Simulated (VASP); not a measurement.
# H15NO6 in VASP: a series of runs, part 2 of 2

VASP 6.6.1. The steps go on from the part before.

## (3) Single point, PBE

Input file INCAR:

```
SYSTEM = H15NO6
PREC     = Accurate       ! precision mode
ENCUT    = 520            ! plane-wave cutoff, eV
EDIFF    = 1E-6           ! SCF threshold, eV
ISMEAR   = -1             ! smearing method
SIGMA    = 0.02           ! smearing width, eV
LREAL    = .False.        ! projectors in reciprocal space
LASPH    = .True.         ! aspherical terms in the spheres
NELM     = 120            ! most SCF steps
ALGO     = Normal         ! electronic algorithm
ISIF     = 2              ! what is computed and relaxed
LWAVE    = .False.        ! write WAVECAR
LCHARG   = .False.        ! write CHGCAR
GGA      = PE             ! functional
NBANDS   = 45             ! bands
GGA_COMPAT= .False.
```

Input file KPOINTS:

```
Automatic mesh
0
Gamma
  1 1 1
  0 0 0
```

Input file POSCAR:

```
H15NO6
1.0
    5.5955750000      0.0000000000      0.0000000000
    0.0000000000      5.5955750000      0.0000000000
    0.0000000000      0.0000000000      5.5955750000
O H N
6 15 1
Direct
    0.7892665186      0.4440294340      1.0645733459
    0.3083329238      0.2376342020      0.1567488596
    0.1764608642      0.7220348222      0.2215679354
    0.9063590426      0.9662277782      0.8065480313
    0.6829146245     -0.0623707126      0.2431564227
    1.0510626701      0.3356759582      0.5464317787
    0.6954423808      0.2986824410      1.0738664034
    0.7207838337      0.5206256730      0.9107911162
    0.2048761745      0.1311572090      0.0793841562
    0.2349535124      0.2527890342      0.3195918203
    0.2990398663      0.6103036775      0.1635220688
    0.0382087632      0.6128413970      0.2299495584
    0.7941811163      0.8525665370      0.7204085371
    0.8553008404      0.9501972541      0.9762178150
    0.5140847902     -0.0083994942      0.2097550296
    0.6844515532     -0.2372052917      0.2369014802
    1.0809970378      0.4902266523      0.6268703395
    1.0109952954      0.2021954848      0.6724956774
    0.4444940868      0.8683289921      0.6027083901
    0.4744463259      0.5654110614      0.5609611166
    0.3577827122      0.6925472360      0.8058689232
    0.5039339121      0.7038954888      0.6870250153
```

Potentials or basis: VASP PAW PBE potentials, release 64 (O, H, N).

Run with:

```sh
$ cat potpaw_PBE.64/O/POTCAR potpaw_PBE.64/H/POTCAR potpaw_PBE.64/N/POTCAR > POTCAR
$ mpirun -np 1 vasp_gam > vasp.out
```

OUTCAR:

```text
SYSTEM = H15NO6
   PREC = Accurate
   ENCUT = 520
   EDIFF = 1E-6
   ISMEAR = -1
   LREAL = .False.
   LASPH = .True.
   NELM = 120
   ISIF = 2
   GGA = PE

 ion  position               nearest neighbor table
   1  0.789  0.444  0.065-   7 0.97   8 1.03
   2  0.308  0.238  0.157-   9 0.94  10 1.00
   3  0.176  0.722  0.222-  11 0.98  12 0.99
   4  0.906  0.966  0.807-  14 1.00  13 1.02
   5  0.683  0.938  0.243-  16 0.98  15 1.01
   6  0.051  0.336  0.546-  17 0.99  18 1.05
   7  0.695  0.299  0.074-   1 0.97
   8  0.721  0.521  0.911-   1 1.03
   9  0.205  0.131  0.079-   2 0.94
  10  0.235  0.253  0.320-   2 1.00
  11  0.299  0.610  0.164-   3 0.98
  12  0.038  0.613  0.230-   3 0.99
  13  0.794  0.853  0.720-   4 1.02
  14  0.855  0.950  0.976-   4 1.00
  15  0.514  0.992  0.210-   5 1.01
  16  0.684  0.763  0.237-   5 0.98
  17  0.081  0.490  0.627-   6 0.99
  18  0.011  0.202  0.672-   6 1.05
  19  0.444  0.868  0.603-  22 1.09
  20  0.474  0.565  0.561-  22 1.06
  21  0.358  0.693  0.806-  22 1.06
  22  0.504  0.704  0.687-  21 1.06  20 1.06  19 1.09

  LATTYP: Found a simple cubic cell.
 ALAT       =     5.5955750000

  Lattice vectors:

 A1 = (   5.5955750000,   0.0000000000,   0.0000000000)
 A2 = (   0.0000000000,   5.5955750000,   0.0000000000)
 A3 = (   0.0000000000,   0.0000000000,   5.5955750000)

Analysis of symmetry for initial positions (statically):
=====================================================================
 Subroutine PRICEL returns:
 Original cell was already a primitive cell.

 Routine SETGRP: Setting up the symmetry group for a
 simple cubic supercell.

 Subroutine GETGRP returns: Found  1 space group operations
 (whereof  1 operations were pure point group operations)
 out of a pool of 48 trial point group operations.

The static configuration has the point symmetry C_1 .
[... 150 lines left out ...]
  volume/ion in A,a.u.               =       7.96        53.74
  Fermi-wavevector in a.u.,A,eV,Ry     =   1.119333  2.115233 17.046837  1.252907
  Thomas-Fermi vector in A             =   2.255972
   LORBIT       =      0    0 simple, 1 ext, 2 COOP (PROOUT), +10 PAW based schemes
   GGA     = PE    functional components
   LHFCALC =     F    Hartree Fock is set to
   AEXX    =    0.0000 exact exchange contribution
   IVDW    =     0    specifies the selected vdW correction
   LEPSILON=     F    determine dielectric tensor
   LRPA    =     F    only Hartree local field effects (RPA)
 non-spin polarized calculation
  energy-cutoff  :      520.00
  volume of cell :      175.20
 maximum number of plane-waves:      2365
 NGX is ok and might be reduce to    42
   NGX = 21   NGY = 21   NGZ = 21

 number of electron      56.0000004 magnetization

 Free energy of the ion-electron system (eV)
  ---------------------------------------------------
  ext. energy  EPLUGINS =         0.00000000
  ---------------------------------------------------
  free energy    TOTEN  =      -106.26273298 eV

  energy without entropy =     -106.26273298  energy(sigma->0) =     -106.26273298

 E-fermi :  -2.0453     XC(G=0):  -7.7742

 val. band max:       -2.5830032514   @ k =   0.0000   0.0000   0.0000
 cond. band min:       1.8189204905   @ k =   0.0000   0.0000   0.0000
 fundamental gap:      4.4019237419
 Fermi energy:        -2.0452701955

 k-point     1 :       0.0000    0.0000    0.0000
  band No.  band energies     occupation
      1     -21.7081      2.00000
      2     -21.1468      2.00000
      3     -20.9124      2.00000
      4     -20.7651      2.00000
      5     -20.7460      2.00000
      6     -20.3530      2.00000
[... 32 lines left out ...]
     39       8.4904      0.00000
     40       9.1373      0.00000
 [bands above 40 left out]

------------------------ aborting loop because EDIFF is reached ----------------------------------------

  FORCE on cell =-STRESS in cart. coord.  units (eV):
  Direction    XX          YY          ZZ          XY          YZ          ZX
  --------------------------------------------------------------------------------------
  -------------------------------------------------------------------------------------
  Total        0.2899437     -2.0237509     -0.7911569      2.0465186      0.4701687      0.4777677
  in kB        2.6514906    -18.5068911     -7.2350087     18.7150983      4.2996202      4.3691123
  external PRESSURE =      -7.6968031 kB  Pullay stress =       0.0000000 kB

 VOLUME and BASIS-vectors are now :
 -----------------------------------------------------------------------------
  energy-cutoff  :      520.00
  volume of cell :      175.20
      direct lattice vectors                 reciprocal lattice vectors
     5.595575000  0.000000000  0.000000000     0.178712643  0.000000000  0.000000000
     0.000000000  5.595575000  0.000000000     0.000000000  0.178712643  0.000000000
     0.000000000  0.000000000  5.595575000     0.000000000  0.000000000  0.178712643

 POSITION                                       TOTAL-FORCE (eV/Angst)
 -----------------------------------------------------------------------------------
      4.41640      2.48460      0.36132        -0.834275      1.335039     -1.914517
      1.72530      1.32970      0.87710         1.591553      0.646862      0.978706
      0.98740      4.04020      1.23980         0.065483     -0.421452      0.031490
      5.07160      5.40660      4.51310        -0.039432     -0.567391     -0.312666
      3.82130      5.24657      1.36060        -0.750534      0.033156     -0.028431
      0.28573      1.87830      3.05760         0.126828     -0.458464      1.158438
[... 14 lines left out ...]
      2.00200      3.87520      4.50930         0.947163     -0.385246     -0.345415
      2.81980      3.93870      3.84430        -2.123865      0.659542     -0.693883
 -----------------------------------------------------------------------------------
    total drift:                                0.003127     -0.000298     -0.001413

  FREE ENERGIE OF THE ION-ELECTRON SYSTEM (eV)
  ---------------------------------------------------
  free  energy   TOTEN  =      -106.2627329781 eV

  energy  without entropy=     -106.2627329781  energy(sigma->0) =     -106.26273298
```

OSZICAR:

```text
N       E                     dE             d eps       ncg     rms          rms(c)
DAV:   1     0.429575314014E+03    0.42958E+03   -0.32171E+04    90   0.117E+03
DAV:   2    -0.804872084441E+02   -0.51006E+03   -0.49321E+03   111   0.298E+02
DAV:   3    -0.116165306913E+03   -0.35678E+02   -0.35498E+02   108   0.839E+01
DAV:   4    -0.116621047720E+03   -0.45574E+00   -0.45515E+00   124   0.105E+01
DAV:   5    -0.116625317099E+03   -0.42694E-02   -0.42687E-02   103   0.966E-01    0.197E+01
DAV:   6    -0.106502346619E+03    0.10123E+02   -0.27897E+01   108   0.251E+01    0.764E+00
DAV:   7    -0.106359315673E+03    0.14303E+00   -0.12393E+00   116   0.502E+00    0.494E+00
DAV:   8    -0.106266978278E+03    0.92337E-01   -0.30097E-01   116   0.317E+00    0.836E-01
DAV:   9    -0.106258708277E+03    0.82700E-02   -0.31878E-02   116   0.959E-01    0.271E-01
DAV:  10    -0.106262336150E+03   -0.36279E-02   -0.59816E-03   100   0.352E-01    0.882E-02
DAV:  11    -0.106262752002E+03   -0.41585E-03   -0.41491E-04   108   0.124E-01    0.378E-02
DAV:  12    -0.106262742402E+03    0.96005E-05   -0.75418E-05   108   0.452E-02    0.196E-02
DAV:  13    -0.106262733383E+03    0.90186E-05   -0.23284E-05   108   0.285E-02    0.597E-03
DAV:  14    -0.106262732978E+03    0.40497E-06   -0.25308E-06   108   0.105E-02
   1 F= -.10626273E+03 E0= -.10626273E+03  d E =-.234828E-11
```

stdout:

```text
POSCAR found type information on POSCAR O H N
 POSCAR found :  3 types and      22 ions
 scaLAPACK will be used
 -----------------------------------------------------------------------------
|                                                                             |
|                                                                             |
|     You have a (more or less) 'large supercell' and for larger cells it     |
|     might be more efficient to use real-space projection operators.         |
|     Therefore, try LREAL= Auto in the INCAR file.                           |
|     Mind: For very accurate calculation, you might also keep the            |
|     reciprocal projection scheme (i.e. LREAL=.FALSE.).                      |
|                                                                             |
 -----------------------------------------------------------------------------

 LDA part: xc-table for (Slater+PW92), standard interpolation
 POSCAR, INCAR and KPOINTS ok, starting setup
 FFT: planning ... GRIDC
 FFT: planning ... GRID_SOFT
 FFT: planning ... GRID
 WAVECAR not read
 entering main loop
```

Wall time 24 s (1 thread of Intel Xeon 8259CL, shared host); peak memory 0.2 GiB.

Results:

| Property | Result |
| --- | --- |
| Free energy | -106.2627 eV |
| Pressure | -0.8 GPa |
| Largest force | 2.479 eV/Å |

Forces in eV/Å, atoms in the order of the input:
```
O   -0.834  1.335 -1.915
O    1.592  0.647  0.979
O    0.065 -0.421  0.031
O   -0.039 -0.567 -0.313
O   -0.751  0.033 -0.028
O    0.127 -0.458  1.158
H   -0.085 -0.237  0.356
H    0.719 -0.534  1.506
H   -1.317 -1.178 -1.088
H   -0.205  0.213 -0.080
H   -0.339  0.133  0.173
H    0.180  0.196 -0.230
H    0.446  0.819  0.557
H    0.017  0.190 -0.270
H    0.818 -0.031  0.195
H   -0.086 -0.001 -0.047
H   -0.205 -0.894 -0.168
H   -0.036  1.122 -0.943
H    1.005 -1.847  0.323
H    0.106  1.206  0.840
H    0.947 -0.385 -0.345
N   -2.124  0.660 -0.694
```

Levels at points of the mesh, in eV from the Fermi level:
```csv
k point,band 26,band 27,band 28,band 29,band 30,band 31
"(0.00, 0.00, 0.00)",-1.04,-0.93,-0.54,3.86,7.03,7.31
```

Caveat: the k points lie up to 1.12 Å⁻¹ apart, too coarse for converged energies, forces and pressures; the atoms stand as in a frame of molecular dynamics.

## (4) Single point, PBE

Input file INCAR:

```
SYSTEM = H15NO6
PREC = Accurate ; ENCUT = 520
EDIFF = 1E-6 ; ISMEAR = -1
SIGMA = 0.02 ; LREAL = .False.
LASPH = .True. ; NELM = 120
ALGO = Normal ; ISIF = 2
LWAVE = .False. ; LCHARG = .True.
GGA = PE ; LELF = .True.
LVHAR = .True. ; NBANDS = 45
GGA_COMPAT = .False.
```

KPOINTS is that of step 3.

Input file POSCAR:

```
H15NO6
1.0
    5.5955750000      0.0000000000      0.0000000000
    0.0000000000      5.5955750000      0.0000000000
    0.0000000000      0.0000000000      5.5955750000
O H N
6 15 1
Direct
    0.7285220911      0.5031475764      1.0467199528
    0.3184838019      0.1964051952      0.2012840503
    0.1808393239      0.6685282567      0.2526639353
    0.9265178288      0.9839382012      0.8597865277
    0.6832184360     -0.0598329930      0.2633688227
    1.0824624815      0.2749672732      0.5557427074
    0.6538023349      0.3435214433      1.0516881643
    0.6292472177      0.5938799855      0.8984956863
    0.2055731538      0.1587683125      0.0753452505
    0.2478208227      0.1706705745      0.3628938938
    0.2637083767      0.5120117235      0.2427811262
    0.0665704597      0.6446879901      0.1193621746
    0.8464188220      0.9167779898      0.7183354704
    0.8011151669      0.9508763621      0.9844922104
    0.5318309557      0.0249661563      0.2424415721
    0.6484945694     -0.2322370802      0.2072709239
    1.0214499850      0.4173655076      0.4779133512
    0.9774509322      0.2027494940      0.6745508728
    0.4475858156      0.8618417231      0.6345549832
    0.3281878985      0.5867493510      0.6647038061
    0.3360691261      0.7753269324      0.8784083852
    0.4356299397      0.7243938291      0.7380474750
```

Run with:

```sh
$ cat potpaw_PBE.64/O/POTCAR potpaw_PBE.64/H/POTCAR potpaw_PBE.64/N/POTCAR > POTCAR
$ mpirun -np 1 vasp_gam > vasp.out
```

It took 31 s on 1 thread of Intel Xeon 8259CL, shared host; peak memory 0.21 GiB.

It converged, with:

- Free energy: -106.2671 eV
- Pressure: 3.0 GPa
- Largest force: 3.766 eV/Å

Forces in eV/Å, atoms in the order of the input:
```
O   -1.047  0.422 -1.745
O    1.096  0.454 -0.910
O   -0.397 -0.865 -0.607
O   -0.859 -0.540 -0.476
O    0.455 -2.239 -0.318
O    0.816  0.363  0.133
H    0.258  0.670  0.205
H    0.790 -0.899  1.141
H   -0.446 -0.352  0.130
H   -0.967  0.129 -0.119
H    0.156  0.446  0.008
H   -0.149  0.310  0.642
H    0.472 -0.170 -0.061
H    0.642  0.611  0.614
H   -0.586  0.338 -0.211
H    0.425  1.115  0.923
H   -0.424  0.263 -0.030
H   -0.316  0.121  0.545
H    0.167  1.747 -2.101
H    0.891  1.125  0.003
H   -0.437  0.392  0.805
N   -0.541 -3.442  1.430
```

Stress tensor (GPa, compression positive):
```
 3.78 -1.44 -3.82
-1.44  2.43 -1.98
-3.82 -1.98  2.86
```

Levels at points of the mesh, in eV from the Fermi level:
```
           k point  band 25  band 26  band 27  band 28  band 29  band 30  band 31  band 32
(0.00, 0.00, 0.00)    -0.98    -0.83    -0.70    -0.49     4.18     7.90     8.46     8.64
```

Caveat: the k points lie up to 1.12 Å⁻¹ apart, too coarse for converged energies, forces and pressures; the atoms stand as in a frame of molecular dynamics.

## (5) Molecular dynamics, PBE

Input file INCAR:

```
SYSTEM = H15NO6
PREC     = Normal         ! precision mode
ENCUT    = 440            ! plane-wave cutoff, eV
EDIFF    = 1E-5           ! SCF threshold, eV
ISMEAR   = -1             ! smearing method
SIGMA    = 0.02           ! smearing width, eV
LREAL    = .False.        ! projectors in reciprocal space
LASPH    = .True.         ! aspherical terms in the spheres
NELM     = 120            ! most SCF steps
ALGO     = Normal         ! electronic algorithm
ISIF     = 2              ! what is computed and relaxed
LWAVE    = .False.        ! write WAVECAR
LCHARG   = .False.        ! write CHGCAR
GGA      = PE             ! functional
NBANDS   = 45             ! bands
IBRION   = 0              ! ionic algorithm
NSW      = 40             ! ionic steps
POTIM    = 0.5            ! step
TEBEG    = 400.0        
TEEND    = 400.0        
ISYM     = 0            
NELMIN   = 4            
RANDOM_SEED= 104903 0 0   
MDALGO   = 3            
LANGEVIN_GAMMA= 20 20 20     
GGA_COMPAT= .False.      
MAXMIX   = 40
```

KPOINTS is that of step 4.

Input file POSCAR:

```
H15NO6
1.0
    5.5955750000      0.0000000000      0.0000000000
    0.0000000000      5.5955750000      0.0000000000
    0.0000000000      0.0000000000      5.5955750000
O H N
6 15 1
Direct
    0.7093501000      0.4881427900      1.0601283300
    0.3143083300      0.2510242400      0.1210625700
    0.1024726700      0.7437865400      0.2268237700
    0.9231214000      0.9572364300      0.7621817200
    0.6861943900     -0.0443975100      0.2630691700
    1.0430391700      0.3424227900      0.5210267700
    0.8809647200      0.5118143100      1.0975386200
    0.6521173100      0.3409508300      1.1422876100
    0.1998165500      0.1889506700     -0.0070320800
    0.2025168500      0.2847764900      0.2386599000
    0.1850049200      0.7518749400      0.3862347500
    0.2192507900      0.6376751500      0.1612608400
    0.7972475400      0.9487878200      0.6372206400
    0.8525330800      0.8884695700      0.8988458700
    0.5124916700     -0.0054144800      0.2401028100
    0.6844072500     -0.2002465100      0.3156562700
    0.9126677600      0.4245889900      0.4406104500
    0.9802534000      0.2323641200      0.6389720000
    0.3567637700      0.8376949000      0.7609536000
    0.3105647800      0.5531739000      0.7384439100
    0.5809846600      0.6329301400      0.7018189200
    0.3967986500      0.6840306500      0.6704545800
```

Run with:

```sh
$ cat potpaw_PBE.64/O/POTCAR potpaw_PBE.64/H/POTCAR potpaw_PBE.64/N/POTCAR > POTCAR
$ mpirun -np 1 vasp_gam > vasp.out
```

Run time: 4.8 min. Hardware: 1 thread of Intel Xeon 8259CL, shared host; peak memory 0.15 GiB.

Caveat: the k points lie up to 1.12 Å⁻¹ apart, too coarse for converged energies, forces and pressures; the cutoff is under 1.25 times the usual one of these potentials, so pressure, stress and relaxed cells hold a basis-set (Pulay) error.

## (6) Overview

| task | cell | cutoff (eV) | pressure (GPa) | largest force (eV/Å) |
| --- | --- | --- | --- | --- |
| single point | as given, atomic positions A | 520 | 1.0 | 2.80 |
| single point | as given, atomic positions B | 520 | -0.8 | 2.48 |
| single point | as given, atomic positions C | 520 | 3.0 | 3.77 |
| molecular dynamics | as given, atomic positions D | 440 | - | - |

Alike in all rows: level PBE; potentials or basis VASP PAW PBE potentials, release 64 (O, H, N); no spin polarisation; k mesh 1 × 1 × 1; smearing fermi-dirac 0.02 eV.

Caveats: all runs use coarse meshes; the atoms stand as in a frame of molecular dynamics (at least some runs); the cutoff is under 1.25 times the usual one of these potentials, so pressure, stress and relaxed cells hold a basis-set (Pulay) error (at least some runs).

Absolute energies hang on the potentials; compare differences alone.
